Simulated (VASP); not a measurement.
# Be2ZnTe3 (P3m1) in VASP: single point with PBE

Aim: the single point of Be2ZnTe3 with PBE.

All numbers are computed with VASP 6.6.1; they aren't measurements. Logs are shortened: lines on timing, memory, paths and dates and some standing lists are left out, and cuts for length are marked.

### Step 1. The cell of the first run

It takes space group P3m1 (No. 156, trigonal). Conventional cell: a = 4.126 Å, b = 4.126 Å, c = 10.146 Å, α = 90.00°, β = 90.00°, γ = 120.00°. Be (site symmetry 3m) has 4 Te at 2.44 to 2.51 Å within 3.2 Å. Within 3.2 Å of Be (site symmetry 3m) lie 4 Te at 2.46 to 2.50 Å. Within 3.4 Å of Zn (site symmetry 3m) lie 4 Te at 2.60 to 2.65 Å. Within 3.2 Å of Te (site symmetry 3m) lie 4 Be at 2.46 to 2.51 Å. Te (site symmetry 3m) has 3 Be at 2.50 Å and 1 Zn at 2.65 Å within 3.3 Å. Te (site symmetry 3m) has 1 Be at 2.44 Å and 3 Zn at 2.60 Å within 3.2 Å.

### Step 2. Single point, PBE

INCAR reads:

```
PREC     = Accurate       # precision mode
ENCUT    = 520            # plane-wave cutoff, eV
EDIFF    = 1E-7           # SCF threshold, eV
ISMEAR   = 0              # smearing method
SIGMA    = 0.02           # smearing width, eV
LREAL    = F              # projectors in reciprocal space
LASPH    = T              # aspherical terms in the spheres
NELM     = 80             # most SCF steps
ALGO     = Normal         # electronic algorithm
ISIF     = 2              # what is computed and relaxed
LWAVE    = F              # write WAVECAR
LCHARG   = F              # write CHGCAR
GGA      = PE             # functional
NBANDS   = 26             # bands
```

KPOINTS reads:

```
regular mesh
0
Gamma
  12 12 4
```

POSCAR reads:

```
Be2ZnTe3
1.0
    4.1257545785      0.0000000000      0.0000000000
   -2.0628772892      3.5730082748      0.0000000000
    0.0000000000      0.0000000000     10.1457732966
Be Zn Te
2 1 3
Direct
    0.0000000000      0.0000000000      0.9926206098
    0.3333333333      0.6666666667      0.6739880244
    0.6666666667      0.3333333333      0.3363185249
    0.3333333333      0.6666666667      0.9160058023
    0.6666666667      0.3333333333      0.5977575874
    0.0000000000      0.0000000000      0.2333094513
```

Potentials or basis: VASP PAW PBE potentials, release 64 (Be, Zn, Te).

Started as:

```console
$ cat potpaw_PBE.64/Be/POTCAR potpaw_PBE.64/Zn/POTCAR potpaw_PBE.64/Te/POTCAR > POTCAR
$ mpirun -np 1 vasp_std > vasp.out
```

OUTCAR:

```text
PREC = Accurate
   ENCUT = 520
   EDIFF = 1E-7
   ISMEAR = 0
   LREAL = F
   LASPH = T
   NELM = 80
   ISIF = 2
   GGA = PE

 ion  position               nearest neighbor table
   1  0.000  0.000  0.993-   6 2.44   4 2.51   4 2.51   4 2.51
   2  0.333  0.667  0.674-   4 2.46   5 2.50   5 2.50   5 2.50
   3  0.667  0.333  0.336-   6 2.60   6 2.60   6 2.60   5 2.65
   4  0.333  0.667  0.916-   2 2.46   1 2.51   1 2.51   1 2.51
   5  0.667  0.333  0.598-   2 2.50   2 2.50   2 2.50   3 2.65
   6  0.000  0.000  0.233-   1 2.44   3 2.60   3 2.60   3 2.60

  LATTYP: Found a hexagonal cell.
 ALAT       =     4.1257545785
 C/A-ratio  =     2.4591315609

  Lattice vectors:

 A1 = (   4.1257545785,   0.0000000000,   0.0000000000)
 A2 = (  -2.0628772892,   3.5730082748,   0.0000000000)
 A3 = (   0.0000000000,   0.0000000000,  10.1457732966)

Analysis of symmetry for initial positions (statically):
=====================================================================
 Subroutine PRICEL returns:
 Original cell was already a primitive cell.

 Routine SETGRP: Setting up the symmetry group for a
 hexagonal supercell.

 Subroutine GETGRP returns: Found  6 space group operations
 (whereof  6 operations were pure point group operations)
 out of a pool of 24 trial point group operations.

The static configuration has the point symmetry C_3v.

Analysis of symmetry for dynamics (positions and initial velocities):
=====================================================================
 Subroutine PRICEL returns:
 Original cell was already a primitive cell.

 Routine SETGRP: Setting up the symmetry group for a
 hexagonal supercell.

 Subroutine GETGRP returns: Found  6 space group operations
 (whereof  6 operations were pure point group operations)
 out of a pool of 24 trial point group operations.

The dynamic configuration has the point symmetry C_3v.

 Subroutine INISYM returns: Found  6 space group operations
 (whereof  6 operations are pure point group operations),
 and found     1 'primitive' translations

----------------------------------------------------------------------------------------

                                     Primitive cell

  volume of cell :     149.5624

  direct lattice vectors                    reciprocal lattice vectors
     4.125754578  0.000000000  0.000000000     0.242379904  0.139938103  0.000000000
    -2.062877289  3.573008275  0.000000000     0.000000000  0.279876206  0.000000000
     0.000000000  0.000000000 10.145773297     0.000000000  0.000000000  0.098563212

  length of vectors
     4.125754578  4.125754579 10.145773297     0.279876206  0.279876206  0.098563212

  position of ions in fractional coordinates (direct lattice)
     0.000000000  0.000000000  0.992620610
     0.333333333  0.666666667  0.673988024
     0.666666667  0.333333333  0.336318525
     0.333333333  0.666666667  0.916005802
     0.666666667  0.333333333  0.597757587
     0.000000000  0.000000000  0.233309451

  ion indices of the primitive-cell ions
   primitive index   ion index
                 1           1
                 2           2
                 3           3
                 4           4
                 5           5
                 6           6

----------------------------------------------------------------------------------------

 KPOINTS: regular mesh

Automatic generation of k-mesh.
 Grid dimensions read from file:
 generate k-points for:   12   12    4

 Generating k-lattice:

  Cartesian coordinates                     Fractional coordinates (reciprocal lattice)
     0.020198325  0.011661509  0.000000000     0.083333333  0.000000000  0.000000000
     0.000000000  0.023323017  0.000000000     0.000000000  0.083333333  0.000000000
     0.000000000  0.000000000  0.024640803     0.000000000  0.000000000  0.250000000

  Length of vectors
     0.023323017  0.023323017  0.024640803

  Shift w.r.t. Gamma in fractional coordinates (k-lattice)
     0.000000000  0.000000000  0.000000000

 Subroutine IBZKPT returns following result:
 ===========================================

 Found     69 irreducible k-points:

 Following reciprocal coordinates:
            Coordinates               Weight
  0.000000  0.000000  0.000000      1.000000
  0.083333  0.000000  0.000000      6.000000
  0.166667  0.000000  0.000000      6.000000
  0.250000  0.000000  0.000000      6.000000
  0.333333  0.000000  0.000000      6.000000
  0.416667  0.000000  0.000000      6.000000
[... 16 lines left out ...]
  0.166667  0.000000  0.250000      6.000000
  0.000000  0.166667  0.250000      6.000000
 [... further k-points ...]
   k-points           NKPTS =     69   k-points in BZ     NKDIM =     69   number of bands    NBANDS=     26
   number of dos      NEDOS =    301   number of ions     NIONS =      6
   total plane-waves  NPLWV =  81920
   dimension x,y,z NGX =    32 NGY =   32 NGZ =   80
   dimension x,y,z NGXF=    64 NGYF=   64 NGZF=  160
   ions per type =               2   1   3
   NGX,Y,Z   is equivalent  to a cutoff of  12.89, 12.89, 13.11 a.u.
   NGXF,Y,Z  is equivalent  to a cutoff of  25.79, 25.79, 26.22 a.u.
 SYSTEM =  unknown system
   PREC   = accura    normal or accurate (medium, high low for compatibility)
   ISTART =      0    job   : 0-new  1-cont  2-samecut
   ICHARG =      2    charge: 1-file 2-atom 10-const
   ISPIN  =      1    spin polarized calculation?
   LNONCOLLINEAR =      F non collinear calculations
   LSORBIT =      F    spin-orbit coupling
   LASPH  =      T    aspherical Exc in radial PAW
   ENCUT  =  520.0 eV  38.22 Ry    6.18 a.u.   7.67  7.67 18.86*2*pi/ulx,y,z
   NELM   =     80;   NELMIN=  2; NELMDL= -5     # of ELM steps
   EDIFF  = 0.1E-06   stopping-criterion for ELM
   LREAL  =      F    real-space projection
   EDIFFG = 0.1E-05   stopping-criterion for IOM
   NSW    =      0    number of steps for IOM
   IBRION =     -1    ionic relax: 0-MD 1-quasi-New 2-CG
   NFREE  =      0    steps in history (QN), initial steepest desc. (CG)
   ISIF   =      2    stress and relaxation
   ISYM   =      2    0-nonsym 1-usesym 2-fastsym
   POTIM  = 0.5000    time-step for ionic-motion
   TEBEG  =    0.0;   TEEND  =   0.0 temperature during run
   PSTRESS=    0.0 pullay stress
   NELECT =      34.0000    total number of electrons
   NUPDOWN=      -1.0000    fix difference up-down
   EMIN   =  10.00;   EMAX   =-10.00  energy-range for DOS
   EFERMI =   0.00;   METHOD = LEGACY
   ISMEAR =     0;   SIGMA  =   0.02  broadening in eV -4-tet -1-fermi 0-gaus
   EFERMI_NEDOS =   21; number of points for ismear=-14 and -15
   IALGO  =     38    algorithm
   IMIX   =      4    mixing-type and parameters
     AMIX     =   0.40;   BMIX     =  1.00
     AMIX_MAG =   1.60;   BMIX_MAG =  1.00
  volume/ion in A,a.u.               =      24.93       168.22
  Fermi-wavevector in a.u.,A,eV,Ry     =   0.999141  1.888103 13.582472  0.998284
  Thomas-Fermi vector in A             =   2.131412
   LORBIT       =      0    0 simple, 1 ext, 2 COOP (PROOUT), +10 PAW based schemes
   GGA     = PE    functional components
   LHFCALC =     F    Hartree Fock is set to
   AEXX    =    0.0000 exact exchange contribution
   IVDW    =     0    specifies the selected vdW correction
   LEPSILON=     F    determine dielectric tensor
   LRPA    =     F    only Hartree local field effects (RPA)
 non-spin polarized calculation
 Gauss-broadening in eV      SIGMA  =   0.02
  energy-cutoff  :      520.00
  volume of cell :      149.56
 maximum number of plane-waves:      4075
 NGX is ok and might be reduce to    32
   NGX = 15   NGY = 15   NGZ = 37

 number of electron      33.9999998 magnetization

 Free energy of the ion-electron system (eV)
  ---------------------------------------------------
  ext. energy  EPLUGINS =         0.00000000
  ---------------------------------------------------
  free energy    TOTEN  =       -20.25396914 eV

  energy without entropy =      -20.25396914  energy(sigma->0) =      -20.25396914

 E-fermi :   4.4447     XC(G=0):  -8.9298

 val. band max:        4.3423670630   @ k =   0.0000   0.0000   0.0000
 cond. band min:       6.2025622947   @ k =   0.5000   0.0000   0.0000
 fundamental gap:      1.8601952317
 Fermi energy:         4.4447226377

 k-point     1 :       0.0000    0.0000    0.0000
  band No.  band energies     occupation
      1      -7.8311      2.00000
      2      -7.1382      2.00000
      3      -6.9496      2.00000
      4      -2.6571      2.00000
      5      -2.6571      2.00000
      6      -2.6200      2.00000
[... 18 lines left out ...]
     25       8.4994      0.00000
     26       9.6001      0.00000

 k-point     2 :       0.0833    0.0000    0.0000
  band No.  band energies     occupation
      1      -7.7801      2.00000
      2      -7.0973      2.00000
      3      -6.9114      2.00000
      4      -2.6546      2.00000
      5      -2.6520      2.00000
      6      -2.6134      2.00000
[... 18 lines left out ...]
     25       8.6886      0.00000
     26       9.4568      0.00000

 k-point     3 :       0.1667    0.0000    0.0000
  band No.  band energies     occupation
      1      -7.6318      2.00000
      2      -6.9818      2.00000
      3      -6.8042      2.00000
      4      -2.6454      2.00000
      5      -2.6383      2.00000
      6      -2.5942      2.00000
[... 18 lines left out ...]
     25       9.1895      0.00000
     26       9.4733      0.00000

 k-point     4 :       0.2500    0.0000    0.0000
  band No.  band energies     occupation
      1      -7.4022      2.00000
      2      -6.8161      2.00000
      3      -6.6517      2.00000
      4      -2.6271      2.00000
      5      -2.6214      2.00000
      6      -2.5626      2.00000
[... 18 lines left out ...]
     25       9.8435      0.00000
     26       9.9891      0.00000
[... 496 lines left out ...]
      1      -7.7263      2.00000
      2      -7.3025      2.00000
      3      -6.7463      2.00000
      4      -2.6545      2.00000
      5      -2.6520      2.00000
      6      -2.5933      2.00000
[... 18 lines left out ...]
     25       8.6034      0.00000
     26       9.4201      0.00000

 k-point    23 :       0.1667    0.0000    0.2500
  band No.  band energies     occupation
      1      -7.5820      2.00000
      2      -7.1704      2.00000
      3      -6.6548      2.00000
      4      -2.6456      2.00000
      5      -2.6383      2.00000
      6      -2.5760      2.00000
[... 18 lines left out ...]
     25       9.2632      0.00000
     26       9.3442      0.00000

 k-point    24 :       0.0000    0.1667    0.2500
  band No.  band energies     occupation
      1      -7.5789      2.00000
      2      -7.1785      2.00000
      3      -6.6489      2.00000
      4      -2.6444      2.00000
      5      -2.6383      2.00000
      6      -2.5782      2.00000
[... 18 lines left out ...]
     25       9.1703      0.00000
     26       9.5730      0.00000

 [... further k-points ...]
[... 5 lines left out ...]
  --------------------------------------------------------------------------------------
  -------------------------------------------------------------------------------------
  Total        0.0707011      0.0707011      0.1228129      0.0000000      0.0000000      0.0000000
  in kB        0.7573804      0.7573804      1.3156245      0.0000000      0.0000000      0.0000000
  external PRESSURE =       0.9434618 kB  Pullay stress =       0.0000000 kB

 VOLUME and BASIS-vectors are now :
 -----------------------------------------------------------------------------
  energy-cutoff  :      520.00
  volume of cell :      149.56
      direct lattice vectors                 reciprocal lattice vectors
     4.125754578  0.000000000  0.000000000     0.242379904  0.139938103  0.000000000
    -2.062877289  3.573008275  0.000000000     0.000000000  0.279876206  0.000000000
     0.000000000  0.000000000 10.145773297     0.000000000  0.000000000  0.098563212

 POSITION                                       TOTAL-FORCE (eV/Angst)
 -----------------------------------------------------------------------------------
      0.00000      0.00000     10.07090        -0.000000      0.000000     -0.005617
     -0.00000      2.38201      6.83813        -0.000000      0.000000     -0.007408
      2.06288      1.19100      3.41221         0.000000      0.000000      0.002298
     -0.00000      2.38201      9.29359        -0.000000      0.000000      0.003092
      2.06288      1.19100      6.06471        -0.000000     -0.000000      0.000300
      0.00000      0.00000      2.36710        -0.000000      0.000000      0.007335
 -----------------------------------------------------------------------------------
    total drift:                               -0.000003      0.000002      0.000636

  FREE ENERGIE OF THE ION-ELECTRON SYSTEM (eV)
  ---------------------------------------------------
  free  energy   TOTEN  =       -20.2539691440 eV

  energy  without entropy=      -20.2539691440  energy(sigma->0) =      -20.25396914
```

Run time: 4.3 min. Hardware: 1 thread of Intel Xeon Platinum 8375C at 2.90GHz (Ice Lake), shared host; peak memory 0.44 GiB.

What came out:

| Property | Result |
| --- | --- |
| Free energy | -20.2540 eV |
| Pressure | 0.1 GPa |
| Largest force | 0.007 eV/Å |
| Band gap on the k mesh | 1.86 eV (least direct gap 2.27 eV) |

Forces in eV/Å, atoms in the order of the input:
```
Be   0.000  0.000 -0.006
Be   0.000  0.000 -0.007
Zn   0.000  0.000  0.002
Te   0.000  0.000  0.003
Te   0.000  0.000  0.000
Te   0.000  0.000  0.007
```

Caveat: spin-orbit coupling is left out, which moves the levels of the heavy elements. A k mesh can miss the band edges.
